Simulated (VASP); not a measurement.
Set up this calculation in VASP 6.6.1, as the native input.

```
Task                   : single point
Functional             : LDA
Potentials or basis    : VASP PAW LDA potentials, release 64 (Zn, Se)
Cutoff                 : 520 eV
k mesh                 : 10 × 10 × 10
Occupations            : gaussian, width 0.05 eV
Spin                   : no spin polarisation
Dipole correction      : no
Further INCAR settings : ALGO = Normal; EDIFF = 1e-07; NBANDS = 16
```

The structure of ZnSe lies in POSCAR:

```
ZnSe
1.0
    0.0000000000      2.7459886419      2.7459886419
    2.7459886419      0.0000000000      2.7459886419
    2.7459886419      2.7459886419      0.0000000000
Zn Se
1 1
Direct
    0.0000000000      0.0000000000      0.0000000000
    0.7500000000      0.7500000000      0.7500000000
```

This cell differs from its parent crystal: volume 20.706 Å^3 an atom, c/a of the conventional cell 1.0000.

One way to write it, as run:

INCAR

```
SYSTEM = ZnSe
ALGO = Normal
EDIFF = 1E-7
ENCUT = 520
ISIF = 2
ISMEAR = 0
LASPH = .TRUE.
LCHARG = .FALSE.
LREAL = .FALSE.
LWAVE = .FALSE.
NBANDS = 16
NELM = 100
PREC = Accurate
SIGMA = 0.05
```

KPOINTS

```
k-points
0
G
  10 10 10
  0 0 0
```

Potentials or basis: VASP PAW LDA potentials, release 64 (Zn, Se).

Launch:

```bash
$ cat potpaw_LDA.64/Zn/POTCAR potpaw_LDA.64/Se/POTCAR > POTCAR
$ mpirun -np 1 vasp_std > vasp.out
```

It gave:

| Property | Result |
| --- | --- |
| Pressure | 3.7 GPa |
| Band gap on the k mesh | 1.47 eV, direct |

Run time: 14 s on 1 thread of Intel(R) Xeon(R) 6975P-C (Granite Rapids), on a shared host, peak memory 0.16 GiB.
